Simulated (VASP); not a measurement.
# TaV (P1) in VASP: further runs, part 2 of 2

VASP 6.6.1.

### Step 3. Single point, PBE

The input, INCAR:

```
SYSTEM = TaV
ALGO = Fast ; EDIFF = 1E-7
ENCUT = 520 ; GGA = PE
ISIF = 2 ; ISMEAR = 0
ISYM = 0 ; LASPH = .True.
LCHARG = .False. ; LREAL = Auto
LWAVE = .False. ; NBANDS = 136
NELM = 100 ; PREC = Accurate
SIGMA = 0.1
```

The input, KPOINTS:

```
Automatic mesh
0
Gamma
  2 2 2
  0.5 0.5 0.5
```

The input, POSCAR:

```
TaV
1.0
    3.9301786675     -2.2491179516     -4.6472771861
    3.9364712973     -2.2456057736      4.6512755044
   -1.8643393357     -7.7003097815     -0.0038347565
V Ta
10 10
Direct
    0.0935609944      0.3639136063      0.6017596813
    0.5936403620      0.8379085498      0.6171913831
    0.1964740251      0.4501790175      0.1903357970
    0.0203661526      0.2651448576      0.9864822251
    0.4920895221      0.7449495381      0.9943940606
    0.2994028678      0.5572832920      0.7970770259
    0.0904362056      0.8353258732      0.6022020508
    0.9043464536      0.6490160034      0.4042395715
    0.8061676506      0.5620066514      0.7859746819
    0.2999306742      0.0447702661      0.8036118532
    0.9038622044      0.1501358653      0.4048987377
    0.3841262677      0.6457273401      0.4041451987
    0.8058603422      0.0484091454      0.7995625186
    0.6990644180      0.9421005247      0.2026608872
    0.5980595205      0.3579617236      0.6071414993
    0.3842075852      0.1398992605      0.4206738952
    0.1968453474      0.9489452761      0.1977085916
    1.0135421191      0.7436347842     -0.0120083093
    0.7065303733      0.4569538705      0.1950096273
    0.4943969593      0.2582719815      0.9960855064
```

Potentials or basis: VASP PAW PBE potentials, release 64 (V_sv, Ta_pv).

Run with:

```sh
> cat potpaw_PBE.64/V_sv/POTCAR potpaw_PBE.64/Ta_pv/POTCAR > POTCAR
> mpirun -np 1 vasp_std > vasp.out
```

OUTCAR:

```text
SYSTEM = TaV
   EDIFF = 1E-7
   ENCUT = 520
   GGA = PE
   ISIF = 2
   ISMEAR = 0
   ISYM = 0
   LASPH = .True.
   LREAL = Auto
   NELM = 100
   PREC = Accurate

 ion  position               nearest neighbor table
   1  0.094  0.364  0.602-  12 2.63   9 2.66   8 2.67   6 2.69  11 2.71  13 2.75  16 2.76  10 2.89
                            15 3.21
   2  0.594  0.838  0.617-   6 2.60   9 2.61  13 2.70  10 2.72  12 2.81  16 2.81   8 2.83  11 2.85
                             5 2.87  15 3.13  14 3.16
   3  0.196  0.450  0.190-   4 2.60   5 2.69  18 2.70  20 2.71  12 2.74  11 2.75   8 2.80  16 2.91
                            19 3.17  17 3.24  17 3.25
   4  0.020  0.265  0.986-   3 2.60   6 2.61  10 2.71  13 2.76  17 2.81   9 2.83  19 2.84  14 2.95
                            20 3.09  18 3.11  11 3.19
   5  0.492  0.745  0.994-   6 2.63   3 2.69  10 2.71  14 2.78  17 2.79  13 2.79  19 2.79   9 2.80
                             2 2.87  18 3.12  12 3.12  20 3.16
   6  0.299  0.557  0.797-   2 2.60   4 2.61   5 2.63  18 2.63   1 2.69   7 2.71  15 2.73  20 2.75
                            12 2.99
   7  0.090  0.835  0.602-   9 2.54   8 2.60  16 2.69  12 2.70   6 2.71  13 2.76  11 2.78  10 2.80
                            18 2.94  17 3.08
   8  0.904  0.649  0.404-   7 2.60   1 2.67  17 2.73  15 2.74  19 2.74  14 2.78   3 2.80   2 2.83
                             9 2.91  12 3.11  18 3.17  11 3.24  11 3.26
   9  0.806  0.562  0.786-   7 2.54   2 2.61  15 2.64   1 2.66  18 2.69   5 2.80  20 2.82   4 2.83
[... 9 lines left out ...]
  14  0.699  0.942  0.203-  11 2.78   8 2.78   5 2.78  12 2.79  20 2.89  18 2.89  16 2.90   4 2.95
                            13 3.07   2 3.16  19 3.16  17 3.22  17 3.27  19 3.33
  15  0.598  0.358  0.607-   9 2.64   6 2.73   8 2.74  16 2.76  10 2.78  12 2.80  13 2.82  11 2.84
                            20 2.96   2 3.13  19 3.14   1 3.21
  16  0.384  0.140  0.421-   7 2.69  15 2.76   1 2.76  17 2.78   2 2.81  14 2.90   3 2.91  10 2.92
                            19 2.95  11 3.15  20 3.23  12 3.24  12 3.26  11 3.35
  17  0.197  0.949  0.198-   8 2.73  18 2.74  20 2.77  12 2.77  16 2.78  11 2.79   5 2.79   4 2.81
                            10 3.00   7 3.08  14 3.22   3 3.24   3 3.25  14 3.27
  18  0.014  0.744  0.988-   6 2.63  10 2.66   9 2.69   3 2.70  19 2.74  17 2.74  13 2.78  14 2.89
                             7 2.94   4 3.11   5 3.12   8 3.17
  19  0.707  0.457  0.195-  18 2.74   8 2.74  20 2.75   5 2.79   4 2.84  11 2.84  12 2.86  16 2.95
                             9 3.11  15 3.14  14 3.16   3 3.17  14 3.33
  20  0.494  0.258  0.996-  10 2.70   3 2.71   6 2.75  19 2.75  17 2.77   9 2.82  13 2.85  14 2.89
                            15 2.96   4 3.09   5 3.16  16 3.23

[... 150 lines left out ...]

 number of electron     240.0000017 magnetization

 Free energy of the ion-electron system (eV)
  ---------------------------------------------------
  ext. energy  EPLUGINS =         0.00000000
  ---------------------------------------------------
  free energy    TOTEN  =      -205.97668267 eV

  energy without entropy =     -205.85726009  energy(sigma->0) =     -205.91697138

 E-fermi :   7.1740     XC(G=0): -12.6331

 val. band max:        7.1573275192   @ k =  -0.2500  -0.2500   0.2500
 cond. band min:       7.2085959126   @ k =   0.2500  -0.2500   0.2500
 fundamental gap:      0.0512683934
 Fermi energy:         7.1740419540

 k-point     1 :       0.2500    0.2500    0.2500
  band No.  band energies     occupation
      1     -56.5893      2.00000
      2     -56.5716      2.00000
      3     -56.5466      2.00000
      4     -56.5343      2.00000
      5     -56.5166      2.00000
      6     -56.4720      2.00000
[... 529 lines left out ...]
    131       8.4265      0.00000
    132       8.5728      0.00000
 [bands above 132 left out]

------------------------ aborting loop because EDIFF is reached ----------------------------------------

  FORCE on cell =-STRESS in cart. coord.  units (eV):
  Direction    XX          YY          ZZ          XY          YZ          ZX
  --------------------------------------------------------------------------------------
  -------------------------------------------------------------------------------------
  Total        0.2745861      0.7200401      0.3525738      0.2004437     -0.0263069      0.0290714
  in kB        1.3722590      3.5984404      1.7620069      1.0017287     -0.1314700      0.1452858
  external PRESSURE =       2.2442354 kB  Pullay stress =       0.0000000 kB

 VOLUME and BASIS-vectors are now :
 -----------------------------------------------------------------------------
  energy-cutoff  :      520.00
  volume of cell :      320.59
      direct lattice vectors                 reciprocal lattice vectors
     3.930178667 -2.249117952 -4.647277186     0.111745929 -0.027001469 -0.107609041
     3.936471297 -2.245605774  4.651275504     0.111596130 -0.027072315  0.107478323
    -1.864339336 -7.700309781 -0.003834757    -0.065183181 -0.114083302  0.000087202

 POSITION                                       TOTAL-FORCE (eV/Angst)
 -----------------------------------------------------------------------------------
      0.67836     -5.66137      1.25555        -0.002335      0.004006     -0.016364
      4.48086     -7.96934      1.13617         0.011057      0.000540      0.010472
      2.18944     -2.91846      1.18011        -0.005525     -0.014175      0.003497
     -0.71536     -8.23744      1.13483        -0.016961      0.010684      0.008726
      3.01258    -10.43677      1.17428         0.010613     -0.008600     -0.003597
      1.88441     -8.06257      1.19761         0.009131     -0.006814     -0.002692
[... 12 lines left out ...]
      4.21201     -4.11684     -1.15877         0.004546     -0.003082      0.018739
      1.10271     -9.36210     -1.10013        -0.011008      0.005825     -0.001338
 -----------------------------------------------------------------------------------
    total drift:                               -0.010393      0.001512     -0.002566

  FREE ENERGIE OF THE ION-ELECTRON SYSTEM (eV)
  ---------------------------------------------------
  free  energy   TOTEN  =      -205.9766826650 eV

  energy  without entropy=     -205.8572600871  energy(sigma->0) =     -205.91697138
```

OSZICAR:

```text
N       E                     dE             d eps       ncg     rms          rms(c)
DAV:   1     0.360705342113E+04    0.36071E+04   -0.13723E+05  1096   0.196E+03
DAV:   2     0.400070534110E+02   -0.35670E+04   -0.35093E+04  1088   0.651E+02
DAV:   3    -0.212808622082E+03   -0.25282E+03   -0.24091E+03  1448   0.162E+02
DAV:   4    -0.228283224934E+03   -0.15475E+02   -0.14570E+02  1320   0.312E+01
[... 20 lines left out ...]
RMM:  25    -0.205976683235E+03    0.23591E-05   -0.63876E-06  1330   0.622E-03    0.576E-03
RMM:  26    -0.205976683161E+03    0.73698E-07   -0.63970E-06  1253   0.400E-03    0.525E-03
RMM:  27    -0.205976682925E+03    0.23687E-06   -0.14603E-06  1145   0.253E-03    0.388E-03
RMM:  28    -0.205976682705E+03    0.21969E-06   -0.12931E-06  1201   0.218E-03    0.179E-03
RMM:  29    -0.205976682665E+03    0.39781E-07   -0.47511E-07   974   0.116E-03
   1 F= -.20597668E+03 E0= -.20591697E+03  d E =-.119423E+00
```

Run time: 11 min. Hardware: 1 thread of Oxide Virtual Turin-like, shared host; peak memory 0.38 GiB.

What came out:

```
Free energy            : -205.9767 eV
Pressure               : 0.2 GPa
Largest force          : 0.033 eV/Å
Band gap on the k mesh : zero (band 120 reaches 7.28 eV, above the bottom of band 121 at 7.08 eV)
```

Forces on the atoms (eV/Å):
```
V   -0.002  0.004 -0.016
V    0.011  0.001  0.010
V   -0.006 -0.014  0.003
V   -0.017  0.011  0.009
V    0.011 -0.009 -0.004
V    0.009 -0.007 -0.003
V   -0.010 -0.006  0.005
V    0.001  0.010 -0.001
V   -0.021 -0.014 -0.022
V    0.005  0.027 -0.006
Ta   0.010 -0.007 -0.002
Ta  -0.018 -0.002 -0.007
Ta   0.000 -0.002  0.016
Ta   0.010  0.007 -0.016
Ta   0.010  0.017  0.008
Ta   0.015 -0.016  0.007
Ta  -0.003  0.007  0.009
Ta   0.002 -0.009 -0.010
Ta   0.005 -0.003  0.019
Ta  -0.011  0.006 -0.001
```

Stress tensor (GPa, compression positive):
```
 0.14  0.10  0.01
 0.10  0.36 -0.01
 0.01 -0.01  0.18
```

Caveat: the k points lie up to 0.49 Å⁻¹ apart; spin-orbit coupling is left out, which moves the levels of the heavy elements.
